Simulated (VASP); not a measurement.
# SrCl2 (Fm-3m) in VASP: further runs

SrCl2 is run at these levels: PBE, LDA; tasks: single point.

Everything below comes from runs of VASP 6.6.1. Logs are shortened: lines on timing, memory, paths and dates and some standing lists are left out, and cuts for length are marked.

### 1 The cell of the first run

Symmetry: Fm-3m, No. 225, cubic system. Conventional cell: a = 6.995 Å, b = 6.995 Å, c = 6.995 Å, α = 90.00°, β = 90.00°, γ = 90.00°. Within 4.0 Å of Sr (site symmetry m-3m) lie 8 Cl at 3.03 Å. Within 4.0 Å of Cl (site symmetry -43m) lie 4 Sr at 3.03 Å and 6 Cl at 3.50 Å.

### 2 Single point, PBE

File INCAR:

```
PREC = Accurate
ENCUT = 520
EDIFF = 1E-7
ISMEAR = 0
SIGMA = 0.01
LREAL = False
LASPH = True
NELM = 80
ALGO = Normal
ISIF = 2
LWAVE = False
LCHARG = False
GGA = PE
NBANDS = 19
```

File KPOINTS:

```
regular mesh
0
Gamma
  4 4 4
```

File POSCAR:

```
SrCl2
1.0
    0.0000000000      3.4976593225      3.4976593225
    3.4976593225      0.0000000000      3.4976593225
    3.4976593225      3.4976593225      0.0000000000
Sr Cl
1 2
Direct
    0.0000000000      0.0000000000      0.0000000000
    0.7500000000      0.7500000000      0.7500000000
    0.2500000000      0.2500000000      0.2500000000
```

Potentials or basis: VASP PAW PBE potentials, release 64 (Sr_sv, Cl).

Launch:

```
cat potpaw_PBE.64/Sr_sv/POTCAR potpaw_PBE.64/Cl/POTCAR > POTCAR
mpirun -np 1 vasp_std > vasp.out
```

OUTCAR:

```text
PREC = Accurate
   ENCUT = 520
   EDIFF = 1E-7
   ISMEAR = 0
   LREAL = False
   LASPH = True
   NELM = 80
   ISIF = 2
   GGA = PE

 ion  position               nearest neighbor table
   1  0.000  0.000  0.000-   2 3.03   2 3.03   2 3.03   2 3.03   3 3.03   3 3.03   3 3.03   3 3.03

   2  0.750  0.750  0.750-   1 3.03   1 3.03   1 3.03   1 3.03
   3  0.250  0.250  0.250-   1 3.03   1 3.03   1 3.03   1 3.03

  LATTYP: Found a face centered cubic cell.
 ALAT       =     6.9953186450

  Lattice vectors:

 A1 = (   0.0000000000,   3.4976593225,   3.4976593225)
 A2 = (   3.4976593225,   0.0000000000,   3.4976593225)
 A3 = (   3.4976593225,   3.4976593225,   0.0000000000)

Analysis of symmetry for initial positions (statically):
=====================================================================
 Subroutine PRICEL returns:
 Original cell was already a primitive cell.

 Routine SETGRP: Setting up the symmetry group for a
 face centered cubic supercell.

 Subroutine GETGRP returns: Found 48 space group operations
 (whereof 48 operations were pure point group operations)
 out of a pool of 48 trial point group operations.

The static configuration has the point symmetry O_h .

Analysis of symmetry for dynamics (positions and initial velocities):
=====================================================================
 Subroutine PRICEL returns:
 Original cell was already a primitive cell.

 Routine SETGRP: Setting up the symmetry group for a
 face centered cubic supercell.

 Subroutine GETGRP returns: Found 48 space group operations
 (whereof 48 operations were pure point group operations)
 out of a pool of 48 trial point group operations.

The dynamic configuration has the point symmetry O_h .

 Subroutine INISYM returns: Found 48 space group operations
 (whereof 48 operations are pure point group operations),
 and found     1 'primitive' translations

----------------------------------------------------------------------------------------

                                     Primitive cell

  volume of cell :      85.5781

  direct lattice vectors                    reciprocal lattice vectors
     0.000000000  3.497659323  3.497659323    -0.142952745  0.142952745  0.142952745
     3.497659323  0.000000000  3.497659323     0.142952745 -0.142952745  0.142952745
     3.497659323  3.497659323  0.000000000     0.142952745  0.142952745 -0.142952745

  length of vectors
[... 66 lines left out ...]
   NELM   =     80;   NELMIN=  2; NELMDL= -5     # of ELM steps
   EDIFF  = 0.1E-06   stopping-criterion for ELM
   LREAL  =      F    real-space projection
   EDIFFG = 0.1E-05   stopping-criterion for IOM
   NSW    =      0    number of steps for IOM
   IBRION =     -1    ionic relax: 0-MD 1-quasi-New 2-CG
   NFREE  =      0    steps in history (QN), initial steepest desc. (CG)
   ISIF   =      2    stress and relaxation
   ISYM   =      2    0-nonsym 1-usesym 2-fastsym
   POTIM  = 0.5000    time-step for ionic-motion
   TEBEG  =    0.0;   TEEND  =   0.0 temperature during run
   PSTRESS=    0.0 pullay stress
   NELECT =      24.0000    total number of electrons
   NUPDOWN=      -1.0000    fix difference up-down
   EMIN   =  10.00;   EMAX   =-10.00  energy-range for DOS
   EFERMI =   0.00;   METHOD = LEGACY
   ISMEAR =     0;   SIGMA  =   0.01  broadening in eV -4-tet -1-fermi 0-gaus
   EFERMI_NEDOS =   21; number of points for ismear=-14 and -15
   IALGO  =     38    algorithm
   IMIX   =      4    mixing-type and parameters
     AMIX     =   0.40;   BMIX     =  1.00
     AMIX_MAG =   1.60;   BMIX_MAG =  1.00
  volume/ion in A,a.u.               =      28.53       192.50
  Fermi-wavevector in a.u.,A,eV,Ry     =   1.071580  2.024992 15.623334  1.148283
  Thomas-Fermi vector in A             =   2.207324
   LORBIT       =      0    0 simple, 1 ext, 2 COOP (PROOUT), +10 PAW based schemes
   GGA     = PE    functional components
   LHFCALC =     F    Hartree Fock is set to
   AEXX    =    0.0000 exact exchange contribution
   IVDW    =     0    specifies the selected vdW correction
   LEPSILON=     F    determine dielectric tensor
   LRPA    =     F    only Hartree local field effects (RPA)
 non-spin polarized calculation
 Gauss-broadening in eV      SIGMA  =   0.01
  energy-cutoff  :      520.00
  volume of cell :       85.58
 maximum number of plane-waves:      2332
 NGX is ok and might be reduce to    40
   NGX = 19   NGY = 19   NGZ = 19

 number of electron      24.0000002 magnetization

 Free energy of the ion-electron system (eV)
  ---------------------------------------------------
  ext. energy  EPLUGINS =         0.00000000
  ---------------------------------------------------
  free energy    TOTEN  =       -12.78642080 eV

  energy without entropy =      -12.78642080  energy(sigma->0) =      -12.78642080

 E-fermi :   0.1601     XC(G=0):  -8.2485

 val. band max:        0.1004382164   @ k =   0.5000   0.5000   0.0000
 cond. band min:       5.4076486262   @ k =   0.0000   0.0000   0.0000
 fundamental gap:      5.3072104098
 Fermi energy:         0.1601017168

 k-point     1 :       0.0000    0.0000    0.0000
  band No.  band energies     occupation
      1     -32.8130      2.00000
      2     -14.8012      2.00000
      3     -14.8012      2.00000
      4     -14.8012      2.00000
      5     -13.1802      2.00000
      6     -12.3464      2.00000
[... 153 lines left out ...]
      6     -12.5378      2.00000
[... 11 lines left out ...]
     18       9.5338      0.00000
     19      10.7111      0.00000

------------------------ aborting loop because EDIFF is reached ----------------------------------------

  FORCE on cell =-STRESS in cart. coord.  units (eV):
  Direction    XX          YY          ZZ          XY          YZ          ZX
  --------------------------------------------------------------------------------------
  -------------------------------------------------------------------------------------
  Total        0.4136240      0.4136240      0.4136240     -0.0000000      0.0000000      0.0000000
  in kB        7.7437948      7.7437948      7.7437948     -0.0000000      0.0000000      0.0000000
  external PRESSURE =       7.7437948 kB  Pullay stress =       0.0000000 kB

 VOLUME and BASIS-vectors are now :
 -----------------------------------------------------------------------------
  energy-cutoff  :      520.00
  volume of cell :       85.58
      direct lattice vectors                 reciprocal lattice vectors
     0.000000000  3.497659323  3.497659323    -0.142952745  0.142952745  0.142952745
     3.497659323  0.000000000  3.497659323     0.142952745 -0.142952745  0.142952745
     3.497659323  3.497659323  0.000000000     0.142952745  0.142952745 -0.142952745

 POSITION                                       TOTAL-FORCE (eV/Angst)
 -----------------------------------------------------------------------------------
      0.00000      0.00000      0.00000        -0.000000     -0.000000     -0.000000
      5.24649      5.24649      5.24649         0.000000      0.000000      0.000000
      1.74883      1.74883      1.74883        -0.000000     -0.000000     -0.000000
 -----------------------------------------------------------------------------------
    total drift:                               -0.000000     -0.000000      0.000000

  FREE ENERGIE OF THE ION-ELECTRON SYSTEM (eV)
  ---------------------------------------------------
  free  energy   TOTEN  =       -12.7864207967 eV

  energy  without entropy=      -12.7864207967  energy(sigma->0) =      -12.78642080
```

stdout:

```text
POSCAR found type information on POSCAR SrCl
 POSCAR found :  2 types and       3 ions
 scaLAPACK will be used
 LDA part: xc-table for (Slater+PW92), standard interpolation
 POSCAR, INCAR and KPOINTS ok, starting setup
 FFT: planning ... GRIDC
 FFT: planning ... GRID_SOFT
 FFT: planning ... GRID
 WAVECAR not read
 entering main loop
```

It took 21 s on 1 thread of Intel Xeon Platinum 8259CL at 2.50GHz (Skylake/Cascade Lake), shared host; peak memory 0.23 GiB.

Results:

| Property | Result |
| --- | --- |
| Free energy | -12.7864 eV |
| Pressure | 0.8 GPa |
| Band gap on the k mesh | 5.31 eV, indirect (least direct gap 5.51 eV) |

Levels at points of the mesh, in eV from the valence-band top:
| k point | band 8 | band 9 | band 10 | band 11 | band 12 | band 13 | band 14 | band 15 | band 16 | band 17 |
| --- | --- | --- | --- | --- | --- | --- | --- | --- | --- | --- |
| (0.00, 0.00, 0.00) | -2.10 | -2.10 | -0.33 | -0.33 | -0.33 | 5.31 | 6.10 | 6.10 | 9.02 | 9.02 |
| (0.50, 0.00, 0.00) | -1.54 | -1.48 | -1.30 | -1.04 | -1.04 | 6.70 | 6.70 | 7.48 | 7.86 | 8.58 |
| (0.50, 0.50, 0.00) | -1.86 | -1.86 | -0.40 | -0.40 | 0.00 | 5.51 | 7.02 | 7.58 | 7.98 | 7.98 |

### 3 Single point, LDA

This run uses another cell than the first one, of 26.18 Å³/atom, 0.918 times its volume.

File INCAR:

```
SYSTEM = SrCl2
PREC = Accurate ; ENCUT = 520
EDIFF = 1E-7 ; ISMEAR = -1
SIGMA = 0.02 ; LREAL = .False.
LASPH = .True. ; NELM = 60
ALGO = Normal ; ISIF = 2
LWAVE = .False. ; LCHARG = .False.
NBANDS = 19
```

File KPOINTS:

```
regular mesh
0
Gamma
  6 6 6
  0 0 0
```

File POSCAR:

```
SrCl2
1.0
    0.0000000000      3.3991764585      3.3991764585
    3.3991764585      0.0000000000      3.3991764585
    3.3991764585      3.3991764585      0.0000000000
Sr Cl
1 2
Direct
    0.0000000000      0.0000000000      0.0000000000
    0.7500000000      0.7500000000      0.7500000000
    0.2500000000      0.2500000000      0.2500000000
```

Potentials or basis: VASP PAW LDA potentials, release 64 (Sr_sv, Cl).

Launch:

```
cat potpaw_LDA.64/Sr_sv/POTCAR potpaw_LDA.64/Cl/POTCAR > POTCAR
mpirun -np 1 vasp_std > vasp.out
```

Wall time 20 s (1 thread of Intel Xeon Platinum 8259CL at 2.50GHz (Skylake/Cascade Lake), shared host); peak memory 0.18 GiB.

The run converged. Its results:

| Quantity | Value |
| --- | --- |
| Free energy | -14.0777 eV |
| Pressure | 0.2 GPa |
| Band gap on the k mesh | 5.09 eV, direct |

Levels at points of the mesh, in eV from the valence-band top:
```tsv
k point	band 10	band 11	band 12	band 13	band 14	band 15
(0.00, 0.00, 0.00)	-0.38	-0.38	-0.38	5.18	5.76	5.76
(0.50, 0.00, 0.00)	-1.52	-1.18	-1.18	6.48	6.48	7.54
(0.50, 0.50, 0.00)	-0.49	-0.49	0.00	5.09	7.01	7.52
```
